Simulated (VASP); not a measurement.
# AlN (F-43m) in VASP: G0W0 quasiparticle levels with PBE

Aim: the G0W0 quasiparticle levels of AlN with PBE.

All numbers are computed with VASP 6.6.1; they aren't measurements. Logs are shortened: lines on timing, memory, paths and dates and some standing lists are left out, and cuts for length are marked.

**1. The cell of the first run**

The structure is cubic, space group F-43m (No. 216). Conventional cell: a = 4.370 Å, b = 4.370 Å, c = 4.370 Å, α = 90.00°, β = 90.00°, γ = 90.00°. Al (site symmetry -43m) has 4 N at 1.89 Å within 2.5 Å. Within 2.5 Å of N (site symmetry -43m) lie 4 Al at 1.89 Å.

**2. G0W0 quasiparticle levels, PBE**

Contents of POSCAR:

```
AlN
1.0
    0.0000000000      2.1848764127      2.1848764127
    2.1848764127      0.0000000000      2.1848764127
    2.1848764127      2.1848764127      0.0000000000
Al N
1 1
Direct
    0.0000000000      0.0000000000      0.0000000000
    0.2500000000      0.2500000000      0.2500000000
```

Contents of INCAR.step1:

```
SYSTEM = AlN
  PREC = Accurate
  ENCUT = 500
  EDIFF = 1E-8
  ISMEAR = 0
  SIGMA = 0.01
  LREAL = .FALSE.
  LASPH = .TRUE.
  NELM = 60
  ALGO = Normal
  LWAVE = .TRUE.
  LCHARG = .FALSE.
  GGA = PE
```

Contents of INCAR.step2:

```
SYSTEM = AlN
  PREC = Accurate
  ENCUT = 500
  EDIFF = 1E-8
  ISMEAR = 0
  SIGMA = 0.01
  LREAL = .FALSE.
  LASPH = .TRUE.
  NELM = 1
  ALGO = Exact
  LWAVE = .TRUE.
  LCHARG = .FALSE.
  GGA = PE
  NBANDS = 66
  LOPTICS = .TRUE.
  ISTART = 1
```

Contents of INCAR.step3:

```
SYSTEM = AlN
  PREC = Accurate
  ENCUT = 500
  EDIFF = 1E-8
  ISMEAR = 0
  SIGMA = 0.01
  LREAL = .FALSE.
  LASPH = .TRUE.
  ALGO = EVGW0
  LWAVE = .FALSE.
  LCHARG = .FALSE.
  GGA = PE
  NELMGW = 1
  NBANDS = 66
  ENCUTGW = 120.0
  NOMEGA = 96
  PRECFOCK = Fast
  ISTART = 1
  NBANDSGW = 12
  OMEGAMAX = 30
```

Contents of KPOINTS:

```
Automatic mesh
0
G
  6 6 6
  0 0 0
```

Potentials or basis: VASP PAW PBE potentials, release 64 (Al_GW, N_GW).

Run with:

```console
$ cat potpaw_PBE.64/Al_GW/POTCAR potpaw_PBE.64/N_GW/POTCAR > POTCAR
$ cp INCAR.step1 INCAR
$ mpirun -np 1 vasp_std > vasp.out
$ cp INCAR.step2 INCAR
$ mpirun -np 1 vasp_std > vasp.out
$ cp INCAR.step3 INCAR
$ mpirun -np 1 vasp_std > vasp.out
```

OUTCAR:

```text
SYSTEM = AlN
   PREC = Accurate
   ENCUT = 500
   EDIFF = 1E-8
   ISMEAR = 0
   LREAL = .FALSE.
   LASPH = .TRUE.
   GGA = PE
   NELMGW = 1
   ENCUTGW = 120.0
   PRECFOCK = Fast
   ISTART = 1

 ion  position               nearest neighbor table
   1  0.000  0.000  0.000-   2 1.89   2 1.89   2 1.89   2 1.89
   2  0.250  0.250  0.250-   1 1.89   1 1.89   1 1.89   1 1.89

  LATTYP: Found a face centered cubic cell.
 ALAT       =     4.3697528254

  Lattice vectors:

 A1 = (   0.0000000000,   2.1848764127,   2.1848764127)
 A2 = (   2.1848764127,   0.0000000000,   2.1848764127)
 A3 = (   2.1848764127,   2.1848764127,   0.0000000000)

Analysis of symmetry for initial positions (statically):
=====================================================================
 Subroutine PRICEL returns:
 Original cell was already a primitive cell.

 Routine SETGRP: Setting up the symmetry group for a
 face centered cubic supercell.

 Subroutine GETGRP returns: Found 24 space group operations
 (whereof 24 operations were pure point group operations)
 out of a pool of 48 trial point group operations.

The static configuration has the point symmetry T_d .

Analysis of symmetry for dynamics (positions and initial velocities):
=====================================================================
 Subroutine PRICEL returns:
 Original cell was already a primitive cell.

 Routine SETGRP: Setting up the symmetry group for a
 face centered cubic supercell.

 Subroutine GETGRP returns: Found 24 space group operations
 (whereof 24 operations were pure point group operations)
 out of a pool of 48 trial point group operations.

The dynamic configuration has the point symmetry T_d .

 Subroutine INISYM returns: Found 24 space group operations
 (whereof 24 operations are pure point group operations),
 and found     1 'primitive' translations

----------------------------------------------------------------------------------------

[... 81 lines left out ...]
   ENCUT  =  500.0 eV  36.75 Ry    6.06 a.u.   5.63  5.63  5.63*2*pi/ulx,y,z
   NELM   =     60;   NELMIN=  2; NELMDL=  0     # of ELM steps
   EDIFF  = 0.1E-07   stopping-criterion for ELM
   LREAL  =      F    real-space projection
   EDIFFG = 0.1E-06   stopping-criterion for IOM
   NSW    =      0    number of steps for IOM
   IBRION =     -1    ionic relax: 0-MD 1-quasi-New 2-CG
   NFREE  =      0    steps in history (QN), initial steepest desc. (CG)
   ISIF   =      0    stress and relaxation
   ISYM   =      3    0-nonsym 1-usesym 2-fastsym
   POTIM  = 0.5000    time-step for ionic-motion
   TEBEG  =    0.0;   TEEND  =   0.0 temperature during run
   PSTRESS=    0.0 pullay stress
   NELECT =       8.0000    total number of electrons
   NUPDOWN=      -1.0000    fix difference up-down
   EMIN   =  10.00;   EMAX   =-10.00  energy-range for DOS
   EFERMI =   0.00;   METHOD = LEGACY
   ISMEAR =     0;   SIGMA  =   0.01  broadening in eV -4-tet -1-fermi 0-gaus
   EFERMI_NEDOS =   21; number of points for ismear=-14 and -15
   IALGO  =     38    algorithm
   IMIX   =      4    mixing-type and parameters
     AMIX     =   0.40;   BMIX     =  1.00
     AMIX_MAG =   1.60;   BMIX_MAG =  1.00
  volume/ion in A,a.u.               =      10.43        70.38
  Fermi-wavevector in a.u.,A,eV,Ry     =   1.189418  2.247675 19.248378  1.414716
  Thomas-Fermi vector in A             =   2.325526
   LORBIT       =      0    0 simple, 1 ext, 2 COOP (PROOUT), +10 PAW based schemes
   GGA     = PE    functional components
   LHFCALC =     T    Hartree Fock is set to
   PRECFOCK=fast      Normal, Fast or Accurate (Low or Medium for compatibility)
   ENCUT4O =  -1.0   cutoff for four orbital integrals eV
   NKREDX  =     1    reduce k-point grid by
   NKREDY  =     1    reduce k-point grid by
   NKREDZ  =     1    reduce k-point grid by
   AEXX    =    1.0000 exact exchange contribution
   HFSCREEN=    0.0000 screening length (either q_TF or 0.3 A-1)
   HFSCREENC=   0.0000 screening length for correlation (either q_TF or 0.3 A-1)
   ENCUTFOCK=  -1.0 apply spherical cutoff to Coloumb kernel
   IVDW    =     0    specifies the selected vdW correction
   LEPSILON=     F    determine dielectric tensor
   LRPA    =     F    only Hartree local field effects (RPA)
   LRPAFORCE           =     F    calculate RPA forces
   ENCUTGW             = 120.0    cutoff for response function in eV
   ENCUTGWSOFT         =  96.0    soft cutoff for Coulomb kernel in GW response function in eV
   ENCUTLF             =  -1.0    cutoff for local field effects
   NELMGW              =     1    number of iterations in solving QP/BSE equation
   NELMHF              =     1    number of iterations in the inner HF iteration
   NKREDLFX            =     1    NKREDLFY  =   1   NKREDLFZ  =   1
 non-spin polarized calculation
 Gauss-broadening in eV      SIGMA  =   0.01
  energy-cutoff  :      500.00
  volume of cell :       20.86
 maximum number of plane-waves:       544
 NGX is ok and might be reduce to    24
  NGX = 14; NGY = 14; NGZ = 14
   NGX = 11   NGY = 11   NGZ = 11
 maximum number of plane-waves:        70
 NGX is ok and might be reduce to    14

 QP shifts <psi_nk| G(iteration)W_0 |psi_nk>: iteration 1
 for sc-GW calculations column KS-energies equals QP-energies in previous step
 and V_xc(KS)=  KS-energies - (<T + V_ion + V_H > + <T+V_H+V_ion>^1  + <V_x>^1)

 k-point   1 :       0.0000    0.0000    0.0000
  band No.  KS-energies  QP-energies   sigma(KS)   V_xc(KS)     V^pw_x(r,r')   Z            occupation Imag(sigma)

      1     -10.0406     -11.4214     -16.6956     -14.7916     -24.7668       0.7252       2.0000       1.2659
      2       4.9386       4.2080     -17.6955     -16.7545     -20.7689       0.7765       2.0000       0.0702
      3       4.9386       4.2080     -17.6955     -16.7545     -20.7689       0.7765       2.0000       0.0702
      4       4.9386       4.2080     -17.6955     -16.7545     -20.7689       0.7765       2.0000       0.0702
      5       9.1192       9.9113     -11.5219     -12.4999      -7.8612       0.8100       0.0000      -0.0680
      6      17.4757      18.4903      -9.0078     -10.2741      -4.0454       0.8012       0.0000      -0.1240
      7      17.4757      18.4903      -9.0078     -10.2741      -4.0454       0.8012       0.0000      -0.1240
      8      17.4757      18.4903      -9.0078     -10.2741      -4.0454       0.8012       0.0000      -0.1240
      9      22.6076      23.6572      -9.1260     -10.4492      -3.6930       0.7933       0.0000      -0.2844
     10      22.6076      23.6572      -9.1260     -10.4492      -3.6930       0.7933       0.0000      -0.2844
     11      24.0038      24.5384      -8.9645      -9.6471      -2.5902       0.7831       0.0000      -0.7872
     12      24.0038      24.5384      -8.9645      -9.6471      -2.5902       0.7831       0.0000      -0.7872
[... 228 lines left out ...]
      1      -7.3197      -8.5461     -18.5416     -16.8540     -26.2418       0.7267       2.0000       0.8870
      2       0.6251      -0.5081     -15.1885     -13.6554     -19.0746       0.7392       2.0000       0.1502
      3       2.1585       1.0938     -15.8570     -14.4551     -19.3685       0.7596       2.0000       0.1076
      4       2.4352       1.3978     -15.3991     -14.0437     -18.6302       0.7654       2.0000       0.0967
      5      10.1832      10.8849     -10.2234     -11.0906      -6.3989       0.8091       0.0000      -0.0746
      6      15.2426      16.2374      -9.9524     -11.1878      -5.3929       0.8052       0.0000      -0.0965
      7      17.9020      18.8430      -9.8155     -11.0180      -4.2802       0.7825       0.0000      -0.2396
      8      17.9453      19.3466     -12.3399     -14.1759      -6.8419       0.7632       0.0000      -0.1953
      9      21.4824      22.5259     -10.3356     -11.7274      -4.0003       0.7498       0.0000      -0.3936
     10      25.1220      26.0202      -9.2093     -10.3644      -2.9651       0.7776       0.0000      -0.5461
     11      29.4596      30.8567     -10.7908     -12.5683      -4.0201       0.7860       0.0000      -0.9815
     12      30.5446      32.0171     -10.5429     -12.3954      -4.1394       0.7949       0.0000      -0.9338
```

OUTCAR.step1:

```text
SYSTEM = AlN
   PREC = Accurate
   ENCUT = 500
   EDIFF = 1E-8
   ISMEAR = 0
   LREAL = .FALSE.
   LASPH = .TRUE.
[... 386 lines left out ...]
      0.00000      0.00000      0.00000         0.000000      0.000000      0.000000
      1.09244      1.09244      1.09244        -0.000000     -0.000000     -0.000000
 -----------------------------------------------------------------------------------
    total drift:                               -0.000000     -0.000000     -0.000000

  FREE ENERGIE OF THE ION-ELECTRON SYSTEM (eV)
  ---------------------------------------------------
  free  energy   TOTEN  =       -14.8707570557 eV

  energy  without entropy=      -14.8707570557  energy(sigma->0) =      -14.87075706
```

OUTCAR.step2:

```text
SYSTEM = AlN
   PREC = Accurate
   ENCUT = 500
   EDIFF = 1E-8
[... 850 lines left out ...]
  --------------------------------------------------------------------------------------------------------------
     0.00000     4.82614     4.82614     4.82614     0.00000    -0.00000    -0.00000
     1.55294     4.98102     4.98102     4.98102     0.00000    -0.00000    -0.00000
     3.10589     5.61836     5.61836     5.61836     0.00000    -0.00000    -0.00000
     4.65883     6.80268     6.80268     6.80268     0.00000     0.00000    -0.00000
     6.21177     6.41456     6.41456     6.41456     0.00000    -0.00000     0.00000
     7.76471     1.93259     1.93259     1.93259    -0.00000    -0.00000     0.00000
[... 92 lines left out ...]
   152.18841     0.97702     0.97702     0.97702     0.00000     0.00000     0.00000
   153.74135     0.97752     0.97752     0.97752     0.00000     0.00000     0.00000
```

Wall time 2.3 min (1 thread of AMD EPYC 9R45 (Zen 5), shared host); peak memory 0.3 GiB.

What came out:

- Quasiparticle gap: 4.53 eV
- Least direct quasiparticle gap: 5.70 eV
- Band gap of the starting levels on the mesh: 3.31 eV
- Least direct gap of the starting levels on the mesh: 4.18 eV

Caveat: the k points lie up to 0.42 Å⁻¹ apart; bands, screening cutoff and mesh are small and nothing is extrapolated, so the quasiparticle values aren't converged; the structure was generated, so it needn't be the stable form of AlN.
